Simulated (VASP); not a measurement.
# GeW4 (P6/mmm) in VASP: single point with PBE

Aim: the single point of GeW4 with PBE.

Everything below comes from runs of VASP 6.6.1. Logs are shortened: lines on timing, memory, paths and dates and some standing lists are left out, and cuts for length are marked.

**1. The cell of the first run**

Symmetry: P6/mmm, No. 191, hexagonal system. Conventional cell: a = 6.488 Å, b = 6.488 Å, c = 5.537 Å, α = 90.00°, β = 90.00°, γ = 120.00°. Ge (site symmetry 6/mmm) has 2 W at 2.77 Å within 3.6 Å. W (site symmetry mmm) has 6 W at 3.24 Å and 4 Ge at 4.26 Å within 4.3 Å. Within 3.6 Å of W (site symmetry 6/mmm) lie 2 Ge at 2.77 Å and 6 W at 3.24 Å.

The cell was generated, and may not be a known phase.

**2. Single point, PBE**

Contents of INCAR:

```
SYSTEM = GeW4
ALGO = All
EDIFF = 1E-6
ENCUT = 620
GGA = PE
GGA_COMPAT = .FALSE.
ISEARCH = 1
ISIF = 2
ISMEAR = 0
KPAR = 4
LASPH = .TRUE.
LCHARG = .FALSE.
LREAL = .FALSE.
LWAVE = .FALSE.
NBANDS = 43
NELM = 300
PREC = Accurate
SIGMA = 0.1
```

Contents of KPOINTS:

```
k-points
0
G
  3 3 4
  0 0 0
```

Contents of POSCAR:

```
GeW4
1.0
    6.4876416700      0.0000000000      0.0000000000
   -3.2438208400      5.6184625000      0.0000000000
    0.0000000000      0.0000000000      5.5367606100
Ge W
1 4
Direct
    0.0000000000      0.0000000000      0.0000000000
    0.5000000000      0.0000000000      0.5000000000
    0.0000000000      0.5000000000      0.5000000000
    0.5000000000      0.5000000000      0.5000000000
    0.0000000000      0.0000000000      0.5000000000
```

Potentials or basis: VASP PAW PBE potentials, release 64 (Ge_d, W_sv).

Started as:

```sh
cat potpaw_PBE.64/Ge_d/POTCAR potpaw_PBE.64/W_sv/POTCAR > POTCAR
mpirun -np 4 vasp_std > vasp.out
```

OUTCAR:

```text
SYSTEM = GeW4
   EDIFF = 1E-6
   ENCUT = 620
   GGA = PE
   ISIF = 2
   ISMEAR = 0
   LASPH = .TRUE.
   LREAL = .FALSE.
   NELM = 300
   PREC = Accurate

 ion  position               nearest neighbor table
   1  0.000  0.000  0.000-   5 2.77   5 2.77
   2  0.500  0.000  0.500-   5 3.24   5 3.24   3 3.24   3 3.24   4 3.24   4 3.24
   3  0.000  0.500  0.500-   4 3.24   4 3.24   2 3.24   2 3.24   5 3.24   5 3.24
   4  0.500  0.500  0.500-   3 3.24   3 3.24   5 3.24   5 3.24   2 3.24   2 3.24
   5  0.000  0.000  0.500-   1 2.77   1 2.77   2 3.24   2 3.24   4 3.24   4 3.24   3 3.24   3 3.24

  LATTYP: Found a hexagonal cell.
 ALAT       =     6.4876416700
 C/A-ratio  =     0.8534319390

  Lattice vectors:

 A1 = (   6.4876416700,   0.0000000000,   0.0000000000)
 A2 = (  -3.2438208400,   5.6184625000,   0.0000000000)
 A3 = (   0.0000000000,   0.0000000000,   5.5367606100)

Analysis of symmetry for initial positions (statically):
=====================================================================
 Subroutine PRICEL returns:
 Original cell was already a primitive cell.

 Routine SETGRP: Setting up the symmetry group for a
 hexagonal supercell.

 Subroutine GETGRP returns: Found 24 space group operations
 (whereof 24 operations were pure point group operations)
 out of a pool of 24 trial point group operations.

The static configuration has the point symmetry D_6h.

Analysis of symmetry for dynamics (positions and initial velocities):
=====================================================================
 Subroutine PRICEL returns:
 Original cell was already a primitive cell.

 Routine SETGRP: Setting up the symmetry group for a
 hexagonal supercell.

 Subroutine GETGRP returns: Found 24 space group operations
 (whereof 24 operations were pure point group operations)
 out of a pool of 24 trial point group operations.

The dynamic configuration has the point symmetry D_6h.

 Subroutine INISYM returns: Found 24 space group operations
 (whereof 24 operations are pure point group operations),
 and found     1 'primitive' translations

----------------------------------------------------------------------------------------

                                     Primitive cell

  volume of cell :     201.8181

  direct lattice vectors                    reciprocal lattice vectors
     6.487641670  0.000000000  0.000000000     0.154139216  0.088992318  0.000000000
    -3.243820840  5.618462500  0.000000000     0.000000000  0.177984635  0.000000000
     0.000000000  0.000000000  5.536760610     0.000000000  0.000000000  0.180611023

  length of vectors
     6.487641670  6.487641675  5.536760610     0.177984636  0.177984635  0.180611023

  position of ions in fractional coordinates (direct lattice)
     0.000000000  0.000000000  0.000000000
     0.500000000  0.000000000  0.500000000
     0.000000000  0.500000000  0.500000000
     0.500000000  0.500000000  0.500000000
     0.000000000  0.000000000  0.500000000

  ion indices of the primitive-cell ions
   primitive index   ion index
                 1           1
                 2           2
                 3           3
                 4           4
                 5           5

----------------------------------------------------------------------------------------

 KPOINTS: k-points

Automatic generation of k-mesh.
 Grid dimensions read from file:
 generate k-points for:    3    3    4

 Generating k-lattice:

  Cartesian coordinates                     Fractional coordinates (reciprocal lattice)
     0.051379739  0.029664106  0.000000000     0.333333333 -0.000000000  0.000000000
     0.000000000  0.059328212  0.000000000     0.000000000  0.333333333  0.000000000
     0.000000000  0.000000000  0.045152756     0.000000000  0.000000000  0.250000000

  Length of vectors
     0.059328212  0.059328212  0.045152756

  Shift w.r.t. Gamma in fractional coordinates (k-lattice)
     0.000000000  0.000000000  0.000000000

 Subroutine IBZKPT returns following result:
 ===========================================

 Found      9 irreducible k-points:

 Following reciprocal coordinates:
            Coordinates               Weight
  0.000000  0.000000  0.000000      1.000000
  0.333333  0.000000  0.000000      6.000000
  0.333333  0.333333  0.000000      2.000000
  0.000000  0.000000  0.250000      2.000000
  0.333333  0.000000  0.250000     12.000000
  0.333333  0.333333  0.250000      4.000000
  0.000000  0.000000  0.500000      1.000000
  0.333333  0.000000  0.500000      6.000000
  0.333333  0.333333  0.500000      2.000000
   k-points           NKPTS =      9   k-points in BZ     NKDIM =      9   number of bands    NBANDS=     43
   number of dos      NEDOS =    301   number of ions     NIONS =      5
   total plane-waves  NPLWV = 139968
   dimension x,y,z NGX =    54 NGY =   54 NGZ =   48
   dimension x,y,z NGXF=   108 NGYF=  108 NGZF=   96
   ions per type =               1   4
   NGX,Y,Z   is equivalent  to a cutoff of  13.84, 13.84, 14.41 a.u.
   NGXF,Y,Z  is equivalent  to a cutoff of  27.68, 27.68, 28.82 a.u.
 SYSTEM =  GeW4
   PREC   = accura    normal or accurate (medium, high low for compatibility)
   ISTART =      0    job   : 0-new  1-cont  2-samecut
   ICHARG =      2    charge: 1-file 2-atom 10-const
   ISPIN  =      1    spin polarized calculation?
   LNONCOLLINEAR =      F non collinear calculations
   LSORBIT =      F    spin-orbit coupling
   LASPH  =      T    aspherical Exc in radial PAW
   ENCUT  =  620.0 eV  45.57 Ry    6.75 a.u.  13.17 13.17 11.24*2*pi/ulx,y,z
   NELM   =    300;   NELMIN=  2; NELMDL= -5     # of ELM steps
   EDIFF  = 0.1E-05   stopping-criterion for ELM
   LREAL  =      F    real-space projection
   EDIFFG = 0.1E-04   stopping-criterion for IOM
   NSW    =      0    number of steps for IOM
   IBRION =     -1    ionic relax: 0-MD 1-quasi-New 2-CG
   NFREE  =      0    steps in history (QN), initial steepest desc. (CG)
   ISIF   =      2    stress and relaxation
   ISYM   =      2    0-nonsym 1-usesym 2-fastsym
   POTIM  = 0.5000    time-step for ionic-motion
   TEBEG  =    0.0;   TEEND  =   0.0 temperature during run
   PSTRESS=    0.0 pullay stress
   NELECT =      70.0000    total number of electrons
   NUPDOWN=      -1.0000    fix difference up-down
   EMIN   =  10.00;   EMAX   =-10.00  energy-range for DOS
   EFERMI =   0.00;   METHOD = LEGACY
   ISMEAR =     0;   SIGMA  =   0.10  broadening in eV -4-tet -1-fermi 0-gaus
   EFERMI_NEDOS =   21; number of points for ismear=-14 and -15
   IALGO  =     58    algorithm
   IMIX   =      4    mixing-type and parameters
     AMIX     =   0.40;   BMIX     =  1.00
     AMIX_MAG =   1.60;   BMIX_MAG =  1.00
  volume/ion in A,a.u.               =      40.36       272.39
  Fermi-wavevector in a.u.,A,eV,Ry     =   1.150237  2.173633 18.001134  1.323046
  Thomas-Fermi vector in A             =   2.286902
   LORBIT       =      0    0 simple, 1 ext, 2 COOP (PROOUT), +10 PAW based schemes
   GGA     = PE    functional components
   LHFCALC =     F    Hartree Fock is set to
   AEXX    =    0.0000 exact exchange contribution
   IVDW    =     0    specifies the selected vdW correction
   LEPSILON=     F    determine dielectric tensor
   LRPA    =     F    only Hartree local field effects (RPA)
 non-spin polarized calculation
 Gauss-broadening in eV      SIGMA  =   0.10
  energy-cutoff  :      620.00
  volume of cell :      201.82
 maximum number of plane-waves:      7121
 NGX is ok and might be reduce to    54
   NGX = 27   NGY = 27   NGZ = 23

 number of electron      69.9999998 magnetization

 Free energy of the ion-electron system (eV)
  ---------------------------------------------------
  ext. energy  EPLUGINS =         0.00000000
  ---------------------------------------------------
  free energy    TOTEN  =       -37.28852515 eV

  energy without entropy =      -37.22445193  energy(sigma->0) =      -37.25648854

 E-fermi :   1.4944     XC(G=0):  -8.3615

 val. band max:        1.4832837015   @ k =   0.3333   0.0000   0.2500
 cond. band min:       1.4944518218   @ k =   0.3333   0.3333   0.5000
 fundamental gap:      0.0111681202
 Fermi energy:         1.4944146537

 k-point     1 :       0.0000    0.0000    0.0000
  band No.  band energies     occupation
      1     -73.1717      2.00000
      2     -73.1636      2.00000
      3     -73.1636      2.00000
      4     -72.8027      2.00000
      5     -37.4855      2.00000
      6     -37.4664      2.00000
[... 35 lines left out ...]
     42       3.0206      0.00000
     43       3.1675      0.00000

 k-point     2 :       0.3333    0.0000    0.0000
  band No.  band energies     occupation
      1     -73.1699      2.00000
      2     -73.1653      2.00000
      3     -73.1636      2.00000
      4     -72.8027      2.00000
      5     -37.4814      2.00000
      6     -37.4704      2.00000
[... 35 lines left out ...]
     42       2.8738      0.00000
     43       3.2946      0.00000

 k-point     3 :       0.3333    0.3333    0.0000
  band No.  band energies     occupation
      1     -73.1676      2.00000
      2     -73.1676      2.00000
      3     -73.1636      2.00000
      4     -72.8027      2.00000
      5     -37.4759      2.00000
      6     -37.4759      2.00000
[... 35 lines left out ...]
     42       2.8009      0.00000
     43       3.0043      0.00000

 k-point     4 :       0.0000    0.0000    0.2500
  band No.  band energies     occupation
      1     -73.1717      2.00000
      2     -73.1637      2.00000
      3     -73.1637      2.00000
      4     -72.8027      2.00000
      5     -37.4855      2.00000
      6     -37.4664      2.00000
[... 35 lines left out ...]
     42       3.1478      0.00000
     43       3.5429      0.00000

 k-point     5 :       0.3333    0.0000    0.2500
  band No.  band energies     occupation
      1     -73.1699      2.00000
      2     -73.1653      2.00000
      3     -73.1636      2.00000
      4     -72.8027      2.00000
      5     -37.4814      2.00000
      6     -37.4705      2.00000
[... 35 lines left out ...]
     42       2.5162      0.00000
     43       3.1210      0.00000

 k-point     6 :       0.3333    0.3333    0.2500
  band No.  band energies     occupation
      1     -73.1676      2.00000
      2     -73.1676      2.00000
      3     -73.1637      2.00000
      4     -72.8027      2.00000
      5     -37.4759      2.00000
      6     -37.4759      2.00000
[... 35 lines left out ...]
     42       3.0167      0.00000
     43       3.3249      0.00000

 k-point     7 :       0.0000    0.0000    0.5000
  band No.  band energies     occupation
      1     -73.1716      2.00000
      2     -73.1636      2.00000
      3     -73.1636      2.00000
      4     -72.8026      2.00000
      5     -37.4856      2.00000
      6     -37.4665      2.00000
[... 35 lines left out ...]
     42       3.0438      0.00000
     43       3.2724      0.00000

 k-point     8 :       0.3333    0.0000    0.5000
  band No.  band energies     occupation
      1     -73.1699      2.00000
      2     -73.1653      2.00000
      3     -73.1637      2.00000
      4     -72.8027      2.00000
      5     -37.4814      2.00000
      6     -37.4705      2.00000
[... 35 lines left out ...]
     42       2.4521      0.00000
     43       3.2864      0.00000

 k-point     9 :       0.3333    0.3333    0.5000
  band No.  band energies     occupation
      1     -73.1676      2.00000
      2     -73.1676      2.00000
      3     -73.1637      2.00000
      4     -72.8027      2.00000
      5     -37.4759      2.00000
      6     -37.4759      2.00000
[... 35 lines left out ...]
     42       2.4628      0.00000
     43       3.5331      0.00000

------------------------ aborting loop because EDIFF is reached ----------------------------------------

  FORCE on cell =-STRESS in cart. coord.  units (eV):
  Direction    XX          YY          ZZ          XY          YZ          ZX
  --------------------------------------------------------------------------------------
  -------------------------------------------------------------------------------------
  Total      -36.5467179    -36.5467179    -11.2890813      0.0000000      0.0000000      0.0000000
  in kB     -290.1341671   -290.1341674    -89.6208579      0.0000003      0.0000000      0.0000000
  external PRESSURE =    -223.2963975 kB  Pullay stress =       0.0000000 kB

 VOLUME and BASIS-vectors are now :
 -----------------------------------------------------------------------------
  energy-cutoff  :      620.00
  volume of cell :      201.82
      direct lattice vectors                 reciprocal lattice vectors
     6.487641670  0.000000000  0.000000000     0.154139216  0.088992318  0.000000000
    -3.243820840  5.618462500  0.000000000     0.000000000  0.177984635  0.000000000
     0.000000000  0.000000000  5.536760610     0.000000000  0.000000000  0.180611023

 POSITION                                       TOTAL-FORCE (eV/Angst)
 -----------------------------------------------------------------------------------
      0.00000      0.00000      0.00000         0.000000      0.000000      0.000000
      3.24382      0.00000      2.76838        -0.000000      0.000000      0.000000
     -1.62191      2.80923      2.76838         0.000000      0.000000      0.000000
      1.62191      2.80923      2.76838        -0.000000      0.000000      0.000000
      0.00000      0.00000      2.76838         0.000000      0.000000      0.000000
 -----------------------------------------------------------------------------------
    total drift:                               -0.000000     -0.000000      0.000000

  FREE ENERGIE OF THE ION-ELECTRON SYSTEM (eV)
  ---------------------------------------------------
  free  energy   TOTEN  =       -37.2885251458 eV

  energy  without entropy=      -37.2244389920  energy(sigma->0) =      -37.25648207
```

It took 70 s on 4 MPI ranks of Intel Xeon 6975P-C (Granite Rapids), shared host; peak memory 0.49 GiB.

What came out:

```
Free energy            : -37.2885 eV
Pressure               : -22.3 GPa
Band gap on the k mesh : zero (bands 35 and 36 overlap by 0.73 eV)
```

Caveat: the k points lie up to 0.37 Å⁻¹ apart, too coarse for converged energies and pressures of a metal; spin-orbit coupling is left out, which moves the levels of the heavy elements.
